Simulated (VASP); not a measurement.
# Mg3GeN (Pm-3m) in VASP: a series of runs

Mg3GeN is run at these levels: PBE; tasks: single point.

Everything below comes from runs of VASP 6.6.1. Logs are shortened: lines on timing, memory, paths and dates and some standing lists are left out, and cuts for length are marked.

## (1) The cell of the first run

Symmetry: Pm-3m, No. 221, cubic system. Conventional cell: a = 4.098 Å, b = 4.098 Å, c = 4.098 Å, α = 90.00°, β = 90.00°, γ = 90.00°. Mg (site symmetry 4/mmm) has 2 N at 2.05 Å within 2.7 Å. Within 3.8 Å of Ge (site symmetry m-3m) lie 12 Mg at 2.90 Å and 8 N at 3.55 Å. Within 2.7 Å of N (site symmetry m-3m) lie 6 Mg at 2.05 Å.

## (2) Single point, PBE (13.76 Å³/atom)

INCAR

```
  ALGO = Normal
  EDIFF = 1E-6
  ENCUT = 520
  GGA = PE
  ISIF = 2
  ISMEAR = 0
  LASPH = True
  LCHARG = False
  LREAL = False
  LWAVE = False
  NBANDS = 20
  NELM = 100
  PREC = Accurate
  SIGMA = 0.1
```

KPOINTS

```
k-points
0
Gamma
  10 10 10
```

POSCAR

```
Mg3GeN
1.0
    4.0980233036      0.0000000000      0.0000000000
    0.0000000000      4.0980233036      0.0000000000
    0.0000000000      0.0000000000      4.0980233036
Mg Ge N
3 1 1
Direct
    0.5000000000      0.0000000000      0.0000000000
    0.0000000000      0.5000000000      0.0000000000
    0.0000000000      0.0000000000      0.5000000000
    0.5000000000      0.5000000000      0.5000000000
    0.0000000000      0.0000000000      0.0000000000
```

Potentials or basis: VASP PAW PBE potentials, release 64 (Mg, Ge_d, N).

Started as:

```console
$ cat potpaw_PBE.64/Mg/POTCAR potpaw_PBE.64/Ge_d/POTCAR potpaw_PBE.64/N/POTCAR > POTCAR
$ mpirun -np 1 vasp_std > vasp.out
```

OUTCAR:

```text
EDIFF = 1E-6
   ENCUT = 520
   GGA = PE
   ISIF = 2
   ISMEAR = 0
   LASPH = True
   LREAL = False
   NELM = 100
   PREC = Accurate

 ion  position               nearest neighbor table
   1  0.500  0.000  0.000-   5 2.05   5 2.05   4 2.90   2 2.90   3 2.90   4 2.90   2 2.90   4 2.90
                             4 2.90   2 2.90   3 2.90   3 2.90   3 2.90   2 2.90
   2  0.000  0.500  0.000-   5 2.05   5 2.05   4 2.90   1 2.90   3 2.90   4 2.90   1 2.90   3 2.90
                             3 2.90   3 2.90   1 2.90   4 2.90   4 2.90   1 2.90
   3  0.000  0.000  0.500-   5 2.05   5 2.05   4 2.90   1 2.90   1 2.90   2 2.90   2 2.90   2 2.90
                             4 2.90   2 2.90   1 2.90   4 2.90   1 2.90   4 2.90
   4  0.500  0.500  0.500-   1 2.90   2 2.90   3 2.90   1 2.90   2 2.90   1 2.90   3 2.90   1 2.90
                             2 2.90   3 2.90   2 2.90   3 2.90
   5  0.000  0.000  0.000-   1 2.05   2 2.05   3 2.05   3 2.05   2 2.05   1 2.05

  LATTYP: Found a simple cubic cell.
 ALAT       =     4.0980233036

  Lattice vectors:

 A1 = (   4.0980233036,   0.0000000000,   0.0000000000)
 A2 = (   0.0000000000,   4.0980233036,   0.0000000000)
 A3 = (   0.0000000000,   0.0000000000,   4.0980233036)

Analysis of symmetry for initial positions (statically):
=====================================================================
 Subroutine PRICEL returns:
 Original cell was already a primitive cell.

 Routine SETGRP: Setting up the symmetry group for a
 simple cubic supercell.

 Subroutine GETGRP returns: Found 48 space group operations
 (whereof 48 operations were pure point group operations)
 out of a pool of 48 trial point group operations.

The static configuration has the point symmetry O_h .

Analysis of symmetry for dynamics (positions and initial velocities):
=====================================================================
 Subroutine PRICEL returns:
 Original cell was already a primitive cell.

 Routine SETGRP: Setting up the symmetry group for a
 simple cubic supercell.

 Subroutine GETGRP returns: Found 48 space group operations
 (whereof 48 operations were pure point group operations)
 out of a pool of 48 trial point group operations.

The dynamic configuration has the point symmetry O_h .

 Subroutine INISYM returns: Found 48 space group operations
 (whereof 48 operations are pure point group operations),
 and found     1 'primitive' translations

----------------------------------------------------------------------------------------

                                     Primitive cell

  volume of cell :      68.8214

  direct lattice vectors                    reciprocal lattice vectors
     4.098023304  0.000000000  0.000000000     0.244020086  0.000000000  0.000000000
     0.000000000  4.098023304  0.000000000     0.000000000  0.244020086  0.000000000
     0.000000000  0.000000000  4.098023304     0.000000000  0.000000000  0.244020086

  length of vectors
     4.098023304  4.098023304  4.098023304     0.244020086  0.244020086  0.244020086

  position of ions in fractional coordinates (direct lattice)
     0.500000000  0.000000000  0.000000000
     0.000000000  0.500000000  0.000000000
     0.000000000  0.000000000  0.500000000
     0.500000000  0.500000000  0.500000000
     0.000000000  0.000000000  0.000000000

  ion indices of the primitive-cell ions
   primitive index   ion index
                 1           1
                 2           2
                 3           3
                 4           4
                 5           5

----------------------------------------------------------------------------------------

 KPOINTS: k-points

Automatic generation of k-mesh.
 Grid dimensions read from file:
 generate k-points for:   10   10   10

 Generating k-lattice:

  Cartesian coordinates                     Fractional coordinates (reciprocal lattice)
     0.024402009  0.000000000  0.000000000     0.100000000  0.000000000  0.000000000
     0.000000000  0.024402009  0.000000000     0.000000000  0.100000000  0.000000000
     0.000000000  0.000000000  0.024402009     0.000000000  0.000000000  0.100000000

  Length of vectors
     0.024402009  0.024402009  0.024402009

  Shift w.r.t. Gamma in fractional coordinates (k-lattice)
     0.000000000  0.000000000  0.000000000

 Subroutine IBZKPT returns following result:
 ===========================================

 Found     56 irreducible k-points:

 Following reciprocal coordinates:
            Coordinates               Weight
  0.000000  0.000000  0.000000      1.000000
  0.100000  0.000000  0.000000      6.000000
  0.200000  0.000000  0.000000      6.000000
  0.300000  0.000000  0.000000      6.000000
  0.400000  0.000000  0.000000      6.000000
  0.500000  0.000000  0.000000      3.000000
[... 16 lines left out ...]
  0.200000  0.100000  0.100000     24.000000
  0.300000  0.100000  0.100000     24.000000
 [... further k-points ...]
   k-points           NKPTS =     56   k-points in BZ     NKDIM =     56   number of bands    NBANDS=     20
   number of dos      NEDOS =    301   number of ions     NIONS =      5
   total plane-waves  NPLWV =  27000
   dimension x,y,z NGX =    30 NGY =   30 NGZ =   30
   dimension x,y,z NGXF=    60 NGYF=   60 NGZF=   60
   ions per type =               3   1   1
   NGX,Y,Z   is equivalent  to a cutoff of  12.17, 12.17, 12.17 a.u.
   NGXF,Y,Z  is equivalent  to a cutoff of  24.34, 24.34, 24.34 a.u.
 SYSTEM =  unknown system
   PREC   = accura    normal or accurate (medium, high low for compatibility)
   ISTART =      0    job   : 0-new  1-cont  2-samecut
   ICHARG =      2    charge: 1-file 2-atom 10-const
   ISPIN  =      1    spin polarized calculation?
   LNONCOLLINEAR =      F non collinear calculations
   LSORBIT =      F    spin-orbit coupling
   LASPH  =      T    aspherical Exc in radial PAW
   ENCUT  =  520.0 eV  38.22 Ry    6.18 a.u.   7.62  7.62  7.62*2*pi/ulx,y,z
   NELM   =    100;   NELMIN=  2; NELMDL= -5     # of ELM steps
   EDIFF  = 0.1E-05   stopping-criterion for ELM
   LREAL  =      F    real-space projection
   EDIFFG = 0.1E-04   stopping-criterion for IOM
   NSW    =      0    number of steps for IOM
   IBRION =     -1    ionic relax: 0-MD 1-quasi-New 2-CG
   NFREE  =      0    steps in history (QN), initial steepest desc. (CG)
   ISIF   =      2    stress and relaxation
   ISYM   =      2    0-nonsym 1-usesym 2-fastsym
   POTIM  = 0.5000    time-step for ionic-motion
   TEBEG  =    0.0;   TEEND  =   0.0 temperature during run
   PSTRESS=    0.0 pullay stress
   NELECT =      25.0000    total number of electrons
   NUPDOWN=      -1.0000    fix difference up-down
   EMIN   =  10.00;   EMAX   =-10.00  energy-range for DOS
   EFERMI =   0.00;   METHOD = LEGACY
   ISMEAR =     0;   SIGMA  =   0.10  broadening in eV -4-tet -1-fermi 0-gaus
   EFERMI_NEDOS =   21; number of points for ismear=-14 and -15
   IALGO  =     38    algorithm
   IMIX   =      4    mixing-type and parameters
     AMIX     =   0.40;   BMIX     =  1.00
     AMIX_MAG =   1.60;   BMIX_MAG =  1.00
  volume/ion in A,a.u.               =      13.76        92.89
  Fermi-wavevector in a.u.,A,eV,Ry     =   1.168101  2.207391 18.564606  1.364460
  Thomas-Fermi vector in A             =   2.304592
   LORBIT       =      0    0 simple, 1 ext, 2 COOP (PROOUT), +10 PAW based schemes
   GGA     = PE    functional components
   LHFCALC =     F    Hartree Fock is set to
   AEXX    =    0.0000 exact exchange contribution
   IVDW    =     0    specifies the selected vdW correction
   LEPSILON=     F    determine dielectric tensor
   LRPA    =     F    only Hartree local field effects (RPA)
 non-spin polarized calculation
 Gauss-broadening in eV      SIGMA  =   0.10
  energy-cutoff  :      520.00
  volume of cell :       68.82
 maximum number of plane-waves:      1868
   NGX = 15   NGY = 15   NGZ = 15

 number of electron      25.0000001 magnetization

 Free energy of the ion-electron system (eV)
  ---------------------------------------------------
  ext. energy  EPLUGINS =         0.00000000
  ---------------------------------------------------
  free energy    TOTEN  =       -19.23145990 eV

  energy without entropy =      -19.21371453  energy(sigma->0) =      -19.22258721

 E-fermi :   5.2584     XC(G=0): -10.5148

 val. band max:        5.2334871141   @ k =   0.4000   0.3000   0.1000
 cond. band min:       5.2628192221   @ k =   0.5000   0.2000   0.0000
 fundamental gap:      0.0293321081
 Fermi energy:         5.2583604972

 k-point     1 :       0.0000    0.0000    0.0000
  band No.  band energies     occupation
      1     -18.3681      2.00000
      2     -18.3681      2.00000
      3     -18.3681      2.00000
      4     -18.3652      2.00000
      5     -18.3652      2.00000
      6      -9.1453      2.00000
[... 12 lines left out ...]
     19      12.3667      0.00000
     20      14.4803      0.00000

 k-point     2 :       0.1000    0.0000    0.0000
  band No.  band energies     occupation
      1     -18.3682      2.00000
      2     -18.3682      2.00000
      3     -18.3681      2.00000
      4     -18.3652      2.00000
      5     -18.3647      2.00000
      6      -9.1181      2.00000
[... 12 lines left out ...]
     19      12.4517      0.00000
     20      13.9869      0.00000

 k-point     3 :       0.2000    0.0000    0.0000
  band No.  band energies     occupation
      1     -18.3685      2.00000
      2     -18.3685      2.00000
      3     -18.3680      2.00000
      4     -18.3651      2.00000
      5     -18.3634      2.00000
      6      -9.0447      2.00000
[... 12 lines left out ...]
     19      12.7058      0.00000
     20      13.0082      0.00000

 k-point     4 :       0.3000    0.0000    0.0000
  band No.  band energies     occupation
      1     -18.3688      2.00000
      2     -18.3688      2.00000
      3     -18.3680      2.00000
      4     -18.3650      2.00000
      5     -18.3618      2.00000
      6      -8.9493      2.00000
[... 429 lines left out ...]
 k-point    23 :       0.2000    0.1000    0.1000
  band No.  band energies     occupation
      1     -18.3686      2.00000
      2     -18.3686      2.00000
      3     -18.3682      2.00000
      4     -18.3643      2.00000
      5     -18.3631      2.00000
      6      -8.9954      2.00000
[... 12 lines left out ...]
     19      12.8097      0.00000
     20      13.9844      0.00000

 k-point    24 :       0.3000    0.1000    0.1000
  band No.  band energies     occupation
      1     -18.3690      2.00000
      2     -18.3690      2.00000
      3     -18.3682      2.00000
      4     -18.3642      2.00000
      5     -18.3615      2.00000
      6      -8.9048      2.00000
[... 12 lines left out ...]
     19      12.5137      0.00000
     20      13.1561      0.00000

 [... further k-points ...]

------------------------ aborting loop because EDIFF is reached ----------------------------------------

  FORCE on cell =-STRESS in cart. coord.  units (eV):
  Direction    XX          YY          ZZ          XY          YZ          ZX
  --------------------------------------------------------------------------------------
  -------------------------------------------------------------------------------------
  Total        5.4938457      5.4938457      5.4938457     -0.0000000     -0.0000000      0.0000000
  in kB      127.8980053    127.8980053    127.8980053     -0.0000000     -0.0000000      0.0000000
  external PRESSURE =     127.8980053 kB  Pullay stress =       0.0000000 kB

 VOLUME and BASIS-vectors are now :
 -----------------------------------------------------------------------------
  energy-cutoff  :      520.00
  volume of cell :       68.82
      direct lattice vectors                 reciprocal lattice vectors
     4.098023304  0.000000000  0.000000000     0.244020086  0.000000000  0.000000000
     0.000000000  4.098023304  0.000000000     0.000000000  0.244020086  0.000000000
     0.000000000  0.000000000  4.098023304     0.000000000  0.000000000  0.244020086

 POSITION                                       TOTAL-FORCE (eV/Angst)
 -----------------------------------------------------------------------------------
      2.04901      0.00000      0.00000         0.000000      0.000000      0.000000
      0.00000      2.04901      0.00000         0.000000      0.000000      0.000000
      0.00000      0.00000      2.04901         0.000000      0.000000      0.000000
      2.04901      2.04901      2.04901         0.000000      0.000000      0.000000
      0.00000      0.00000      0.00000         0.000000      0.000000      0.000000
 -----------------------------------------------------------------------------------
    total drift:                                0.000000      0.000000      0.000000

  FREE ENERGIE OF THE ION-ELECTRON SYSTEM (eV)
  ---------------------------------------------------
  free  energy   TOTEN  =       -19.2314598952 eV

  energy  without entropy=      -19.2137145315  energy(sigma->0) =      -19.22258721
```

Run time: 83 s. Hardware: 1 thread of Intel Xeon 8259CL, shared host; peak memory 0.23 GiB.

Results:

| Property | Result |
| --- | --- |
| Free energy | -19.2315 eV |
| Pressure | 12.8 GPa |
| Band gap on the k mesh | zero (an odd number of electrons rules out a gap without spin polarisation) |

Levels at points of the mesh, in eV from the Fermi level:
| k point | band 9 | band 10 | band 11 | band 12 | band 13 | band 14 | band 15 | band 16 | band 17 | band 18 |
| --- | --- | --- | --- | --- | --- | --- | --- | --- | --- | --- |
| (0.00, 0.00, 0.00) | -3.79 | -3.79 | 0.81 | 0.81 | 0.81 | 1.58 | 1.58 | 3.44 | 7.11 | 7.11 |
| (0.50, 0.00, 0.00) | -3.27 | -3.27 | -3.12 | -0.24 | -0.24 | 2.67 | 4.81 | 5.71 | 6.21 | 6.21 |
| (0.50, 0.50, 0.00) | -5.67 | -3.09 | -0.74 | -0.74 | 0.65 | 1.76 | 3.22 | 4.17 | 4.17 | 8.44 |
| (0.50, 0.50, 0.50) | -4.39 | -4.39 | -3.18 | -3.18 | -3.18 | 4.39 | 4.39 | 4.39 | 8.00 | 10.92 |

Caveat: the cell stands under pressure.

(Continued in part 2 of 2.)
